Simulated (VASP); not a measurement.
Runs of VASP 6.6.1 on Cd. The structure is that of space group Fm-3m (No. 225), or close to it. The cells are those of the table. This isn't the form of Cd at room conditions, which is hcp.

```csv
level,cell,k mesh,smearing,gap on the mesh (eV),pressure (GPa)
r2SCAN,"a = 3.098 Å, angles 60.0°, 1 atom",13 × 13 × 13,fermi-dirac 0.1 eV,none,2.2
r2SCAN,"a = 3.164 Å, angles 60.0°, 1 atom",13 × 13 × 13,fermi-dirac 0.1 eV,none,(a)
PBE,"a = 3.227 Å, angles 60.0°, 1 atom",14 × 14 × 14,fermi-dirac 0.0612256 eV,none,-1.4
PBE,"a = 3.120 Å, angles 60.0°, 1 atom",21 × 21 × 21,fermi-dirac 0.0612256 eV,none,3.4
```

Alike in all rows: task single point; potentials or basis VASP PAW PBE potentials, release 64 (Cd); no spin polarisation; cutoff (eV) 520.

Task: Estimate the missing entries.

Result: (a) -1.2.

Caveats: the PAW data sets were made with another functional, which shifts forces and pressure a little (at least some runs); the cell stands under pressure (at least some runs).

A k mesh can miss the band edges, and the runs leave out spin-orbit coupling on Cd.

A gap of «none» marks levels without a gap at the run's occupations.
